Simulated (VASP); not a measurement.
**MnSe: single point with LDA**

Crystal: MnSe.

```
Mn Se
1.0
     0.00000    2.72000    2.72000
     2.72000    0.00000    2.72000
     2.72000    2.72000    0.00000
Mn Se
1 1
Direct
  0.00000 0.00000 0.00000
  0.50000 0.50000 0.50000
```

- Program: VASP 6.6.1
- Task: single point
- Functional: LDA
- Potentials or basis: VASP PAW LDA potentials, release 64 (Mn_pv, Se)
- Cutoff: 500 eV
- k mesh: 9 × 9 × 9
- Occupations: fermi-dirac, width 0.3 eV
- Spin: collinear spin
- Starting moments: [3.43, -0.09] μB
- Fixed moment: 3.2 μB

```json
{"Pressure": "-15.6 GPa", "Net moment": "3.20 μB per cell", "Site moments": "Mn +3.09; Se -0.06 μB", "Valence electrons inside the program's atomic spheres": "Mn 11.41; Se 3.80"}
```

It took 75 s on 1 thread of Intel Xeon 8259CL, with other jobs on the host, peak memory 0.17 GiB.

Caveat: the cell stands under tension; so wide a smearing shifts energies and pressures; the total moment is fixed, so each spin has its own Fermi level and the state may be an excited one; a cell with one magnetic atom can't hold antiferromagnetic order, which such compounds often take.
